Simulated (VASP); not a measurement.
Set up this calculation in VASP 6.6.1, as the native input.

| Quantity | Value |
| --- | --- |
| Task | single point |
| Functional | PBE |
| Potentials or basis | VASP PAW PBE potentials, release 64 (Si, Ge_d, W_sv) |
| Cutoff | 520 eV |
| k mesh | 8 × 8 × 6 |
| Occupations | gaussian, width 0.1 eV |
| Spin | no spin polarisation |
| Dipole correction | no |
| Further INCAR settings | ALGO = Normal; EDIFF = 1e-07; NBANDS = 46 |

The structure of SiGe4W lies in POSCAR:

```
SiGe4W
1.0
    4.7926829233      0.0000000000      0.0000000000
    0.0000000000      4.7926829233      0.0000000000
    0.0000000000      0.0000000000      7.2486819590
Si Ge W
1 4 1
Direct
    0.5000000000      0.5000000000      0.5000000000
    0.5000000000      0.0000000000      0.0000000000
    0.0000000000      0.5000000000      0.0000000000
    0.0000000000      0.0000000000      0.3398961533
    0.0000000000      0.0000000000      0.6601038467
    0.0000000000      0.0000000000      0.0000000000
```

The cell was built from a structure type or drawn by symmetry, and may not be a known phase.

One way to write it, as run:

INCAR

```
ALGO = Normal
EDIFF = 1E-7
ENCUT = 520
GGA = PE
ISIF = 2
ISMEAR = 0
LASPH = T
LCHARG = F
LREAL = F
LWAVE = F
NBANDS = 46
NELM = 100
PREC = Accurate
SIGMA = 0.1
```

KPOINTS

```
k-points
0
Gamma
  8 8 6
```

Potentials or basis: VASP PAW PBE potentials, release 64 (Si, Ge_d, W_sv).

Command:

```sh
$ cat potpaw_PBE.64/Si/POTCAR potpaw_PBE.64/Ge_d/POTCAR potpaw_PBE.64/W_sv/POTCAR > POTCAR
$ mpirun -np 1 vasp_std > vasp.out
```

It gave:

| Item | Value |
| --- | --- |
| Pressure | 0.0 GPa |
| Largest force | 0.013 eV/Å |
| Band gap on the k mesh | zero (bands 37 and 38 overlap by 0.70 eV) |

Caveat: spin-orbit coupling is left out, which moves the levels of the heavy elements.

Run time: 6.8 min on 1 thread of Intel(R) Xeon(R) 6975P-C (Granite Rapids) (shared host), peak memory 0.51 GiB.
